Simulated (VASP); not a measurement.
# Rh (Fd-3m) in VASP: notebook, part 2 of 2

VASP 6.6.1. Earlier steps stand in the parts before.

**3. Single point, PBE, collinear spin, ferromagnetic start (20.12 Å³/atom)**

This run uses another cell than the first one, of 20.12 Å³/atom.

INCAR reads:

```
SYSTEM = Rh
ALGO = Normal
EDIFF = 1E-6
ENCUT = 520
GGA = PE
ISIF = 2
ISMEAR = -1
ISPIN = 2
LASPH = .TRUE.
LCHARG = .FALSE.
LMAXMIX = 4
LORBIT = 11
LREAL = .FALSE.
LWAVE = .FALSE.
MAGMOM = 1 1
NBANDS = 26
NELM = 150
PREC = Accurate
SIGMA = 0.05
```

KPOINTS reads:

```
k-points
0
G
  16 16 16
  0 0 0
```

POSCAR reads:

```
Rh
1.0
    0.0000000000      2.7197461384      2.7197461384
    2.7197461384      0.0000000000      2.7197461384
    2.7197461384      2.7197461384      0.0000000000
Rh
2
Direct
    0.1250000000      0.1250000000      0.1250000000
    0.8750000000      0.8750000000      0.8750000000
```

Potentials or basis: VASP PAW PBE potentials, release 64 (Rh_pv).

Command:

```console
$ cat potpaw_PBE.64/Rh_pv/POTCAR > POTCAR
$ mpirun -np 1 vasp_std > vasp.out
```

OUTCAR:

```text
SYSTEM = Rh
   EDIFF = 1E-6
   ENCUT = 520
   GGA = PE
   ISIF = 2
   ISMEAR = -1
   ISPIN = 2
   LASPH = .TRUE.
   LORBIT = 11
   LREAL = .FALSE.
   NELM = 150
   PREC = Accurate

 ion  position               nearest neighbor table
   1  0.125  0.125  0.125-   2 2.36   2 2.36   2 2.36   2 2.36
   2  0.875  0.875  0.875-   1 2.36   1 2.36   1 2.36   1 2.36

  LATTYP: Found a face centered cubic cell.
 ALAT       =     5.4394922768

  Lattice vectors:

 A1 = (   0.0000000000,   2.7197461384,   2.7197461384)
 A2 = (   2.7197461384,   0.0000000000,   2.7197461384)
 A3 = (   2.7197461384,   2.7197461384,   0.0000000000)

Analysis of symmetry for initial positions (statically):
=====================================================================
 Subroutine PRICEL returns:
 Original cell was already a primitive cell.

 Routine SETGRP: Setting up the symmetry group for a
 face centered cubic supercell.

 Subroutine GETGRP returns: Found 48 space group operations
 (whereof 12 operations were pure point group operations)
 out of a pool of 48 trial point group operations.

The static configuration has the point symmetry D_3d.
 The point group associated with its full space group is O_h .

Analysis of symmetry for dynamics (positions and initial velocities):
=====================================================================
 Subroutine PRICEL returns:
 Original cell was already a primitive cell.

 Routine SETGRP: Setting up the symmetry group for a
 face centered cubic supercell.

 Subroutine GETGRP returns: Found 48 space group operations
 (whereof 12 operations were pure point group operations)
 out of a pool of 48 trial point group operations.

The dynamic configuration has the point symmetry D_3d.
 The point group associated with its full space group is O_h .

Analysis of structural, dynamic, and magnetic symmetry:
=====================================================================
 Subroutine PRICEL returns:
 Original cell was already a primitive cell.

 Routine SETGRP: Setting up the symmetry group for a
 face centered cubic supercell.

 Subroutine GETGRP returns: Found 48 space group operations
 (whereof 12 operations were pure point group operations)
 out of a pool of 48 trial point group operations.

The overall configuration has the point symmetry D_3d.
 The point group associated with its full space group is O_h .

 Subroutine INISYM returns: Found 48 space group operations
 (whereof 12 operations are pure point group operations),
 and found     1 'primitive' translations

----------------------------------------------------------------------------------------

                                     Primitive cell

  volume of cell :      40.2360

  direct lattice vectors                    reciprocal lattice vectors
     0.000000000  2.719746138  2.719746138    -0.183840688  0.183840688  0.183840688
     2.719746138  0.000000000  2.719746138     0.183840688 -0.183840688  0.183840688
     2.719746138  2.719746138  0.000000000     0.183840688  0.183840688 -0.183840688

  length of vectors
     3.846301875  3.846301875  3.846301875     0.318421411  0.318421411  0.318421411

  position of ions in fractional coordinates (direct lattice)
     0.125000000  0.125000000  0.125000000
     0.875000000  0.875000000  0.875000000

  ion indices of the primitive-cell ions
   primitive index   ion index
                 1           1
                 2           2

----------------------------------------------------------------------------------------

[... 69 lines left out ...]
   EDIFF  = 0.1E-05   stopping-criterion for ELM
   LREAL  =      F    real-space projection
   EDIFFG = 0.1E-04   stopping-criterion for IOM
   NSW    =      0    number of steps for IOM
   IBRION =     -1    ionic relax: 0-MD 1-quasi-New 2-CG
   NFREE  =      0    steps in history (QN), initial steepest desc. (CG)
   ISIF   =      2    stress and relaxation
   ISYM   =      2    0-nonsym 1-usesym 2-fastsym
   POTIM  = 0.5000    time-step for ionic-motion
   TEBEG  =    0.0;   TEEND  =   0.0 temperature during run
   PSTRESS=    0.0 pullay stress
   NELECT =      30.0000    total number of electrons
   NUPDOWN=      -1.0000    fix difference up-down
   EMIN   =  10.00;   EMAX   =-10.00  energy-range for DOS
   EFERMI =   0.00;   METHOD = LEGACY
   ISMEAR =    -1;   SIGMA  =   0.05  broadening in eV -4-tet -1-fermi 0-gaus
   EFERMI_NEDOS =   21; number of points for ismear=-14 and -15
   IALGO  =     38    algorithm
   IMIX   =      4    mixing-type and parameters
     AMIX     =   0.40;   BMIX     =  1.00
     AMIX_MAG =   1.60;   BMIX_MAG =  1.00
  volume/ion in A,a.u.               =      20.12       135.76
  Fermi-wavevector in a.u.,A,eV,Ry     =   1.484489  2.805277 29.983248  2.203707
  Thomas-Fermi vector in A             =   2.598019
   LORBIT       =     11    0 simple, 1 ext, 2 COOP (PROOUT), +10 PAW based schemes
   GGA     = PE    functional components
   LHFCALC =     F    Hartree Fock is set to
   AEXX    =    0.0000 exact exchange contribution
   IVDW    =     0    specifies the selected vdW correction
   LEPSILON=     F    determine dielectric tensor
   LRPA    =     F    only Hartree local field effects (RPA)
 spin polarized calculation
  energy-cutoff  :      520.00
  volume of cell :       40.24
 maximum number of plane-waves:      1106
 NGX is ok and might be reduce to    30
   NGX = 15   NGY = 15   NGZ = 15

 number of electron      29.9999994 magnetization      -0.0213472

 number of electron      29.9999994 magnetization       0.0008625

 Free energy of the ion-electron system (eV)
  ---------------------------------------------------
  ext. energy  EPLUGINS =         0.00000000
  ---------------------------------------------------
  free energy    TOTEN  =       -12.28276066 eV

  energy without entropy =      -12.25743779  energy(sigma->0) =      -12.27009923

 E-fermi :   6.8650     XC(G=0): -11.3407

 val. band max:        6.8641865008   @ k =   0.3125   0.1250   0.0625
 cond. band min:       6.8749711254   @ k =   0.4375   0.0625   0.0000
 fundamental gap:      0.0107846246
 Fermi energy:         6.8649924631

 spin component 1

 k-point     1 :       0.0000    0.0000    0.0000
  band No.  band energies     occupation
      1     -40.3935      1.00000
      2     -40.3935      1.00000
      3     -40.3935      1.00000
      4     -39.7098      1.00000
      5     -39.7098      1.00000
      6     -39.7098      1.00000
[... 685 lines left out ...]
     25      21.5713      0.00000
     26      21.7238      0.00000

 [... further k-points ...]

 spin component 2

 k-point     1 :       0.0000    0.0000    0.0000
  band No.  band energies     occupation
      1     -40.3931      1.00000
      2     -40.3931      1.00000
      3     -40.3931      1.00000
      4     -39.7095      1.00000
      5     -39.7095      1.00000
      6     -39.7095      1.00000
[... 685 lines left out ...]
     25      21.5711      0.00000
     26      21.7237      0.00000

 [... further k-points ...]

------------------------ aborting loop because EDIFF is reached ----------------------------------------

  FORCE on cell =-STRESS in cart. coord.  units (eV):
  Direction    XX          YY          ZZ          XY          YZ          ZX
  --------------------------------------------------------------------------------------
  -------------------------------------------------------------------------------------
  Total        1.4663236      1.4663236      1.4663236     -0.0000000     -0.0000000      0.0000000
  in kB       58.3882283     58.3882283     58.3882283     -0.0000000     -0.0000000      0.0000000
  external PRESSURE =      58.3882283 kB  Pullay stress =       0.0000000 kB

 VOLUME and BASIS-vectors are now :
 -----------------------------------------------------------------------------
  energy-cutoff  :      520.00
  volume of cell :       40.24
      direct lattice vectors                 reciprocal lattice vectors
     0.000000000  2.719746138  2.719746138    -0.183840688  0.183840688  0.183840688
     2.719746138  0.000000000  2.719746138     0.183840688 -0.183840688  0.183840688
     2.719746138  2.719746138  0.000000000     0.183840688  0.183840688 -0.183840688

 POSITION                                       TOTAL-FORCE (eV/Angst)
 -----------------------------------------------------------------------------------
      0.67994      0.67994      0.67994         0.000000     -0.000000      0.000000
      4.75956      4.75956      4.75956        -0.000000      0.000000     -0.000000
 -----------------------------------------------------------------------------------
    total drift:                               -0.000000      0.000000      0.000000

  FREE ENERGIE OF THE ION-ELECTRON SYSTEM (eV)
  ---------------------------------------------------
  free  energy   TOTEN  =       -12.2827606633 eV

  energy  without entropy=      -12.2574377896  energy(sigma->0) =      -12.27009923

 total charge

# of ion       s       p       d       tot
------------------------------------------
    1        0.469   6.234   7.164  13.867
    2        0.469   6.234   7.164  13.867
--------------------------------------------------
tot          0.938  12.468  14.327  27.733

 magnetization (x)

# of ion       s       p       d       tot
------------------------------------------
    1        0.000   0.000   0.000   0.000
    2        0.000   0.000   0.000   0.000
--------------------------------------------------
tot          0.000   0.000   0.000   0.000
```

OSZICAR:

```text
N       E                     dE             d eps       ncg     rms          rms(c)
DAV:   1     0.330971489966E+03    0.33097E+03   -0.18385E+04 15088   0.125E+03
DAV:   2    -0.496941299290E+01   -0.33594E+03   -0.32114E+03 15558   0.398E+02
DAV:   3    -0.125530677270E+02   -0.75837E+01   -0.75319E+01 18046   0.685E+01
DAV:   4    -0.126124683713E+02   -0.59401E-01   -0.59389E-01 17554   0.598E+00
DAV:   5    -0.126134817999E+02   -0.10134E-02   -0.10134E-02 17778   0.795E-01    0.117E+01
DAV:   6    -0.122889804663E+02    0.32450E+00   -0.12194E+00 16270   0.102E+01    0.476E+00
DAV:   7    -0.122869752007E+02    0.20053E-02   -0.32901E-02 16844   0.146E+00    0.261E+00
DAV:   8    -0.122824489370E+02    0.45263E-02   -0.64268E-03 18970   0.750E-01    0.116E+00
DAV:   9    -0.122825874747E+02   -0.13854E-03   -0.11128E-03 17830   0.304E-01    0.141E-01
DAV:  10    -0.122827147291E+02   -0.12725E-03   -0.94626E-05 17800   0.831E-02    0.536E-02
DAV:  11    -0.122827598184E+02   -0.45089E-04   -0.29750E-05 16624   0.402E-02    0.126E-02
DAV:  12    -0.122827606633E+02   -0.84488E-06   -0.19704E-06 16426   0.962E-03
   1 F= -.12282761E+02 E0= -.12270099E+02  d E =-.253229E-01  mag=     0.0011
```

Run time: 2.3 min. Hardware: 1 thread of Intel Xeon 6975P-C (Granite Rapids), shared host; peak memory 0.32 GiB.

Results:

| Item | Value |
| --- | --- |
| Free energy | -12.2828 eV |
| Pressure | 5.8 GPa |
| Band gap on the k mesh | zero (filled and empty bands overlap) |
| Net moment | 0.00 μB per cell |
| Valence electrons inside the program's atomic spheres | Rh 13.87 |

Caveat: the cell stands under pressure.
